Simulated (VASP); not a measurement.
A run of VASP 6.6.1:

The input INCAR:

```
SYSTEM = Ti
  ALGO = Normal
  DIPOL = 0.5 0.5 0.495
  EDIFF = 1E-6
  ENCUT = 520
  GGA = PE
  IDIPOL = 3
  ISIF = 2
  ISMEAR = 0
  LASPH = .True.
  LCHARG = .False.
  LDIPOL = .True.
  LREAL = .False.
  LWAVE = .False.
  NBANDS = 32
  NELM = 100
  PREC = Accurate
  SIGMA = 0.1
```

The input KPOINTS:

```
k-points
0
Gamma
  10 7 1
  0 0 0
```

POSCAR

```
Ti
1.0
    2.9075446938      0.0000000000      0.0000000000
    0.0000000000      4.1118891392      0.0000000000
    0.0000000000      0.0000000000     18.3613170407
Ti
4
Direct
    0.5000000000      0.5000000000      0.3812362689
    0.0000000000      0.0000000000      0.4604120896
    0.5000000000      0.5000000000      0.5315422126
    0.0000000000      0.0000000000      0.6074493047
```

Potentials or basis: VASP PAW PBE potentials, release 64 (Ti_sv).

Launch:

```bash
$ cat potpaw_PBE.64/Ti_sv/POTCAR > POTCAR
$ mpirun -np 1 vasp_std > vasp.out
```

Hardware: 1 thread of Intel(R) Xeon(R) 6975P-C (Granite Rapids), with other jobs on the host.

Q: Estimate the wall time of this run.

A: Run time: 2.2 min on 1 thread of Intel(R) Xeon(R) 6975P-C (Granite Rapids) (shared host), peak memory 0.37 GiB. Counts: scf iterations 27, k points 24.
